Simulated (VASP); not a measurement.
# Hf7S (P-6m2) in VASP: a series of runs

Runs on Hf7S. Level: PBE. Tasks: single point, relaxation of cell and atoms.

All numbers are computed with VASP 6.6.1; they aren't measurements. Logs are shortened: lines on timing, memory, paths and dates and some standing lists are left out, and cuts for length are marked.

## 1. The cell of the first run

It takes space group P-6m2 (No. 187, hexagonal). Conventional cell: a = 6.201 Å, b = 6.201 Å, c = 5.094 Å, α = 90.00°, β = 90.00°, γ = 120.00°. Hf (site symmetry mm2) has 10 Hf at 3.09 to 3.12 Å and 2 S at 3.10 Å within 4.1 Å. Within 4.0 Å of Hf (site symmetry mm2) lie 10 Hf at 3.07 to 3.14 Å and 2 S at 3.10 Å. Within 4.1 Å of Hf (site symmetry -6m2) lie 12 Hf at 3.10 to 3.11 Å. Within 4.1 Å of S (site symmetry -6m2) lie 12 Hf at 3.10 Å.

The cell was built from a structure type or drawn by symmetry, and may not be a known phase.

## 2. Single point, PBE

Contents of INCAR:

```
PREC = Accurate
ENCUT = 520
EDIFF = 1E-6
ISMEAR = 0
SIGMA = 0.1
LREAL = False
LASPH = True
NELM = 80
ALGO = Normal
ISIF = 2
LWAVE = False
LCHARG = False
GGA = PE
NBANDS = 48
```

Contents of KPOINTS:

```
Automatic mesh
0
Gamma
  3 3 4
```

Contents of POSCAR:

```
Hf7S
1.0
    6.2014593528      0.0000000028      0.0000000000
   -3.1007296788      5.3706213387      0.0000000000
    0.0000000000      0.0000000000      5.0938711993
Hf S
7 1
Direct
    0.5004820878      0.0009641756      0.5000000000
    0.9990358244      0.4995179122      0.5000000000
    0.5004820878      0.4995179122      0.5000000000
    0.1648149257      0.8351850743      0.0000000000
    0.6703701487      0.8351850743      0.0000000000
    0.1648149257      0.3296298513      0.0000000000
    0.6666666667      0.3333333333      0.0000000000
    0.0000000000      0.0000000000      0.5000000000
```

Potentials or basis: VASP PAW PBE potentials, release 64 (Hf_pv, S).

Run with:

```
$ cat potpaw_PBE.64/Hf_pv/POTCAR potpaw_PBE.64/S/POTCAR > POTCAR
$ mpirun -np 1 vasp_std > vasp.out
```

OUTCAR:

```text
PREC = Accurate
   ENCUT = 520
   EDIFF = 1E-6
   ISMEAR = 0
   LREAL = False
   LASPH = True
   NELM = 80
   ISIF = 2
   GGA = PE

 ion  position               nearest neighbor table
   1  0.500  0.001  0.500-   3 3.09   2 3.09   8 3.10   8 3.10   3 3.11   2 3.11   7 3.11   7 3.11
                             4 3.12   4 3.12   5 3.12   5 3.12
   2  0.999  0.500  0.500-   3 3.09   1 3.09   8 3.10   8 3.10   3 3.11   1 3.11   7 3.11   7 3.11
                             4 3.12   4 3.12   6 3.12   6 3.12
   3  0.500  0.500  0.500-   2 3.09   1 3.09   8 3.10   8 3.10   2 3.11   1 3.11   7 3.11   7 3.11
                             6 3.12   6 3.12   5 3.12   5 3.12
   4  0.165  0.835  0.000-   5 3.07   6 3.07   7 3.10   7 3.10   8 3.10   8 3.10   1 3.12   1 3.12
                             2 3.12   2 3.12   5 3.14   6 3.14
   5  0.670  0.835  0.000-   4 3.07   6 3.07   7 3.10   7 3.10   8 3.10   8 3.10   3 3.12   3 3.12
                             1 3.12   1 3.12   4 3.14   6 3.14
   6  0.165  0.330  0.000-   4 3.07   5 3.07   7 3.10   7 3.10   8 3.10   8 3.10   3 3.12   3 3.12
                             2 3.12   2 3.12   4 3.14   5 3.14
   7  0.667  0.333  0.000-   6 3.10   6 3.10   5 3.10   5 3.10   4 3.10   4 3.10   2 3.11   2 3.11
                             1 3.11   1 3.11   3 3.11   3 3.11
   8  0.000  0.000  0.500-   1 3.10   1 3.10   2 3.10   2 3.10   3 3.10   3 3.10   5 3.10   5 3.10
                             6 3.10   6 3.10   4 3.10   4 3.10

  LATTYP: Found a hexagonal cell.
 ALAT       =     6.2014593528
 C/A-ratio  =     0.8213987885

  Lattice vectors:

 A1 = (   6.2014593528,   0.0000000028,   0.0000000000)
 A2 = (  -3.1007296788,   5.3706213387,   0.0000000000)
 A3 = (   0.0000000000,   0.0000000000,   5.0938711993)

Analysis of symmetry for initial positions (statically):
=====================================================================
 Subroutine PRICEL returns:
 Original cell was already a primitive cell.

 Routine SETGRP: Setting up the symmetry group for a
 hexagonal supercell.

 Subroutine GETGRP returns: Found 12 space group operations
 (whereof 12 operations were pure point group operations)
 out of a pool of 24 trial point group operations.

The static configuration has the point symmetry D_3h.

Analysis of symmetry for dynamics (positions and initial velocities):
=====================================================================
 Subroutine PRICEL returns:
 Original cell was already a primitive cell.

 Routine SETGRP: Setting up the symmetry group for a
 hexagonal supercell.

 Subroutine GETGRP returns: Found 12 space group operations
 (whereof 12 operations were pure point group operations)
 out of a pool of 24 trial point group operations.

The dynamic configuration has the point symmetry D_3h.

 Subroutine INISYM returns: Found 12 space group operations
 (whereof 12 operations are pure point group operations),
 and found     1 'primitive' translations

----------------------------------------------------------------------------------------

                                     Primitive cell

  volume of cell :     169.6549

  direct lattice vectors                    reciprocal lattice vectors
     6.201459353  0.000000003  0.000000000     0.161252367  0.093099098  0.000000000
    -3.100729679  5.370621339  0.000000000    -0.000000000  0.186198195  0.000000000
     0.000000000  0.000000000  5.093871199     0.000000000  0.000000000  0.196314347

  length of vectors
     6.201459353  6.201459353  5.093871199     0.186198195  0.186198195  0.196314347

  position of ions in fractional coordinates (direct lattice)
     0.500482088  0.000964176  0.500000000
     0.999035824  0.499517912  0.500000000
     0.500482088  0.499517912  0.500000000
     0.164814926  0.835185074  0.000000000
     0.670370149  0.835185074  0.000000000
     0.164814926  0.329629851  0.000000000
     0.666666667  0.333333333  0.000000000
     0.000000000  0.000000000  0.500000000

  ion indices of the primitive-cell ions
   primitive index   ion index
                 1           1
                 2           2
                 3           3
                 4           4
                 5           5
                 6           6
                 7           7
                 8           8

----------------------------------------------------------------------------------------

 KPOINTS: Automatic mesh

Automatic generation of k-mesh.
 Grid dimensions read from file:
 generate k-points for:    3    3    4

 Generating k-lattice:

  Cartesian coordinates                     Fractional coordinates (reciprocal lattice)
     0.053750789  0.031033033  0.000000000     0.333333333  0.000000000  0.000000000
    -0.000000000  0.062066065  0.000000000     0.000000000  0.333333333  0.000000000
     0.000000000  0.000000000  0.049078587     0.000000000  0.000000000  0.250000000

  Length of vectors
     0.062066065  0.062066065  0.049078587

  Shift w.r.t. Gamma in fractional coordinates (k-lattice)
     0.000000000  0.000000000  0.000000000

 Subroutine IBZKPT returns following result:
 ===========================================

 Found      9 irreducible k-points:

 Following reciprocal coordinates:
            Coordinates               Weight
  0.000000  0.000000  0.000000      1.000000
  0.333333  0.000000  0.000000      6.000000
  0.333333  0.333333  0.000000      2.000000
  0.000000  0.000000  0.250000      2.000000
  0.333333  0.000000  0.250000     12.000000
  0.333333  0.333333  0.250000      4.000000
  0.000000  0.000000  0.500000      1.000000
  0.333333  0.000000  0.500000      6.000000
  0.333333  0.333333  0.500000      2.000000
   k-points           NKPTS =      9   k-points in BZ     NKDIM =      9   number of bands    NBANDS=     48
   number of dos      NEDOS =    301   number of ions     NIONS =      8
   total plane-waves  NPLWV =  92160
   dimension x,y,z NGX =    48 NGY =   48 NGZ =   40
   dimension x,y,z NGXF=    96 NGYF=   96 NGZF=   80
   ions per type =               7   1
   NGX,Y,Z   is equivalent  to a cutoff of  12.87, 12.87, 13.05 a.u.
   NGXF,Y,Z  is equivalent  to a cutoff of  25.74, 25.74, 26.11 a.u.
 SYSTEM =  unknown system
   PREC   = accura    normal or accurate (medium, high low for compatibility)
   ISTART =      0    job   : 0-new  1-cont  2-samecut
   ICHARG =      2    charge: 1-file 2-atom 10-const
   ISPIN  =      1    spin polarized calculation?
   LNONCOLLINEAR =      F non collinear calculations
   LSORBIT =      F    spin-orbit coupling
   LASPH  =      T    aspherical Exc in radial PAW
   ENCUT  =  520.0 eV  38.22 Ry    6.18 a.u.  11.53 11.53  9.47*2*pi/ulx,y,z
   NELM   =     80;   NELMIN=  2; NELMDL= -5     # of ELM steps
   EDIFF  = 0.1E-05   stopping-criterion for ELM
   LREAL  =      F    real-space projection
   EDIFFG = 0.1E-04   stopping-criterion for IOM
   NSW    =      0    number of steps for IOM
   IBRION =     -1    ionic relax: 0-MD 1-quasi-New 2-CG
   NFREE  =      0    steps in history (QN), initial steepest desc. (CG)
   ISIF   =      2    stress and relaxation
   ISYM   =      2    0-nonsym 1-usesym 2-fastsym
   POTIM  = 0.5000    time-step for ionic-motion
   TEBEG  =    0.0;   TEEND  =   0.0 temperature during run
   PSTRESS=    0.0 pullay stress
   NELECT =      76.0000    total number of electrons
   NUPDOWN=      -1.0000    fix difference up-down
   EMIN   =  10.00;   EMAX   =-10.00  energy-range for DOS
   EFERMI =   0.00;   METHOD = LEGACY
   ISMEAR =     0;   SIGMA  =   0.10  broadening in eV -4-tet -1-fermi 0-gaus
   EFERMI_NEDOS =   21; number of points for ismear=-14 and -15
   IALGO  =     38    algorithm
   IMIX   =      4    mixing-type and parameters
     AMIX     =   0.40;   BMIX     =  1.00
     AMIX_MAG =   1.60;   BMIX_MAG =  1.00
  volume/ion in A,a.u.               =      21.21       143.11
  Fermi-wavevector in a.u.,A,eV,Ry     =   1.252633  2.367133 21.348763  1.569090
  Thomas-Fermi vector in A             =   2.386524
   LORBIT       =      0    0 simple, 1 ext, 2 COOP (PROOUT), +10 PAW based schemes
   GGA     = PE    functional components
   LHFCALC =     F    Hartree Fock is set to
   AEXX    =    0.0000 exact exchange contribution
   IVDW    =     0    specifies the selected vdW correction
   LEPSILON=     F    determine dielectric tensor
   LRPA    =     F    only Hartree local field effects (RPA)
 non-spin polarized calculation
 Gauss-broadening in eV      SIGMA  =   0.10
  energy-cutoff  :      520.00
  volume of cell :      169.65
 maximum number of plane-waves:      4614
 NGX is ok and might be reduce to    48
   NGX = 23   NGY = 23   NGZ = 19

 number of electron      75.9999998 magnetization

 Free energy of the ion-electron system (eV)
  ---------------------------------------------------
  ext. energy  EPLUGINS =         0.00000000
  ---------------------------------------------------
  free energy    TOTEN  =       -73.63064900 eV

  energy without entropy =      -73.56420195  energy(sigma->0) =      -73.59742548

 E-fermi :   5.3050     XC(G=0): -11.3230

 val. band max:        5.2915712710   @ k =   0.3333   0.0000   0.2500
 cond. band min:       5.3182127026   @ k =   0.3333   0.0000   0.2500
 fundamental gap:      0.0266414316
 Fermi energy:         5.3050122576

 k-point     1 :       0.0000    0.0000    0.0000
  band No.  band energies     occupation
      1     -25.6087      2.00000
      2     -25.5963      2.00000
      3     -25.4951      2.00000
      4     -25.4951      2.00000
      5     -25.4217      2.00000
      6     -25.3788      2.00000
[... 40 lines left out ...]
     47       7.4634      0.00000
     48       7.4634      0.00000

 k-point     2 :       0.3333    0.0000    0.0000
  band No.  band energies     occupation
      1     -25.5404      2.00000
      2     -25.5015      2.00000
      3     -25.4178      2.00000
      4     -25.4101      2.00000
      5     -25.3656      2.00000
      6     -25.3499      2.00000
[... 349 lines left out ...]
 k-point     9 :       0.3333    0.3333    0.5000
  band No.  band energies     occupation
      1     -25.5068      2.00000
      2     -25.4444      2.00000
      3     -25.4287      2.00000
      4     -25.3980      2.00000
      5     -25.3616      2.00000
      6     -25.3587      2.00000
[... 40 lines left out ...]
     47       7.1771      0.00000
     48       7.7574      0.00000

------------------------ aborting loop because EDIFF is reached ----------------------------------------

  FORCE on cell =-STRESS in cart. coord.  units (eV):
  Direction    XX          YY          ZZ          XY          YZ          ZX
  --------------------------------------------------------------------------------------
  -------------------------------------------------------------------------------------
  Total       -0.4687532     -0.4687532     -0.6224831     -0.0000000      0.0000000      0.0000000
  in kB       -4.4267854     -4.4267854     -5.8785707     -0.0000000      0.0000000      0.0000000
  external PRESSURE =      -4.9107139 kB  Pullay stress =       0.0000000 kB

 VOLUME and BASIS-vectors are now :
 -----------------------------------------------------------------------------
  energy-cutoff  :      520.00
  volume of cell :      169.65
      direct lattice vectors                 reciprocal lattice vectors
     6.201459353  0.000000003  0.000000000     0.161252367  0.093099098  0.000000000
    -3.100729679  5.370621339  0.000000000    -0.000000000  0.186198195  0.000000000
     0.000000000  0.000000000  5.093871199     0.000000000  0.000000000  0.196314347

 POSITION                                       TOTAL-FORCE (eV/Angst)
 -----------------------------------------------------------------------------------
      3.10073      0.00518      2.54694        -0.000000      0.006719     -0.000000
      4.64661      2.68272      2.54694        -0.005819     -0.003360     -0.000000
      1.55485      2.68272      2.54694         0.005819     -0.003360     -0.000000
     -1.56759      4.48546      0.00000        -0.004231      0.002443      0.000000
      1.56759      4.48546      0.00000         0.004231      0.002443      0.000000
     -0.00000      1.77032      0.00000         0.000000     -0.004885      0.000000
      3.10073      1.79021      0.00000         0.000000      0.000000     -0.000000
      0.00000      0.00000      2.54694         0.000000      0.000000     -0.000000
 -----------------------------------------------------------------------------------
    total drift:                               -0.000000      0.000000      0.000000

  FREE ENERGIE OF THE ION-ELECTRON SYSTEM (eV)
  ---------------------------------------------------
  free  energy   TOTEN  =       -73.6306490013 eV

  energy  without entropy=      -73.5642019510  energy(sigma->0) =      -73.59742548
```

Wall time 2.2 min (1 thread of Intel Xeon 8259CL, shared host); peak memory 0.31 GiB.

What came out:

| Item | Value |
| --- | --- |
| Free energy | -73.6306 eV |
| Pressure | -0.5 GPa |
| Largest force | 0.007 eV/Å |
| Band gap on the k mesh | zero (bands 38 and 39 overlap by 1.23 eV) |

Forces on the atoms (eV/Å):
```
Hf   0.000  0.007  0.000
Hf  -0.006 -0.003  0.000
Hf   0.006 -0.003  0.000
Hf  -0.004  0.002  0.000
Hf   0.004  0.002  0.000
Hf   0.000 -0.005  0.000
Hf   0.000  0.000  0.000
S    0.000  0.000  0.000
```

Caveat: the k points lie up to 0.39 Å⁻¹ apart, too coarse for converged energies and pressures of a metal; spin-orbit coupling is left out, which moves the levels of the heavy elements.

## 3. Single point, PBE

This run uses another cell than the first one, of 24.92 Å³/atom.

Contents of INCAR:

```
SYSTEM = Hf7S
PREC = Accurate
ENCUT = 520
EDIFF = 1E-7
ISMEAR = 0
SIGMA = 0.1
LREAL = .False.
LASPH = .True.
NELM = 80
ALGO = Normal
ISIF = 2
LWAVE = .False.
LCHARG = .True.
GGA = PE
LELF = .True.
LVHAR = .True.
NBANDS = 48
```

Contents of KPOINTS:

```
regular mesh
0
Gamma
  3 3 4
  0 0 0
```

Contents of POSCAR:

```
Hf7S
1.0
    6.4938059500      0.0000000000      0.0000000000
   -3.2469029800      5.6238009200      0.0000000000
    0.0000000000      0.0000000000      5.4589352900
Hf S
7 1
Direct
    0.5004850000      0.0009700000      0.5000000000
    0.9990300000      0.4995150000      0.5000000000
    0.5004850000      0.4995150000      0.5000000000
    0.1673700100      0.8326299900      0.0000000000
    0.6652599700      0.8326299900      0.0000000000
    0.1673700100      0.3347400300      0.0000000000
    0.6666666700      0.3333333300      0.0000000000
    0.0000000000      0.0000000000      0.5000000000
```

Potentials or basis: VASP PAW PBE potentials, release 64 (Hf_pv, S).

Run with:

```
$ cat potpaw_PBE.64/Hf_pv/POTCAR potpaw_PBE.64/S/POTCAR > POTCAR
$ mpirun -np 1 vasp_std > vasp.out
```

It took 4.1 min on 1 thread of Intel Xeon 8259CL, shared host; peak memory 0.33 GiB.

It converged, with:

| Property | Result |
| --- | --- |
| Free energy | -72.2696 eV |
| Pressure | -12.5 GPa |
| Largest force | 0.106 eV/Å |
| Band gap on the k mesh | zero (bands 38 and 39 overlap by 0.72 eV) |

Forces in eV/Å, atoms in the order of the input:
```
Hf   0.000  0.106  0.000
Hf  -0.092 -0.053  0.000
Hf   0.092 -0.053  0.000
Hf   0.048 -0.028  0.000
Hf  -0.048 -0.028  0.000
Hf   0.000  0.056  0.000
Hf   0.000  0.000  0.000
S    0.000  0.000  0.000
```

Stress tensor (GPa, compression positive):
```
-11.76   0.00   0.00
  0.00 -11.76   0.00
  0.00   0.00 -13.87
```

Levels at points of the mesh, in eV from the Fermi level:
```csv
k point,band 36,band 37,band 38,band 39,band 40,band 41
"(0.00, 0.00, 0.00)",-0.77,0.36,0.51,0.67,0.67,0.73
"(0.00, 0.00, 0.50)",-0.57,-0.28,-0.28,-0.21,0.33,0.79
```

Caveat: the k points lie up to 0.37 Å⁻¹ apart, too coarse for converged energies and pressures of a metal; spin-orbit coupling is left out, which moves the levels of the heavy elements.

(Part 1 of 2 ends here.)
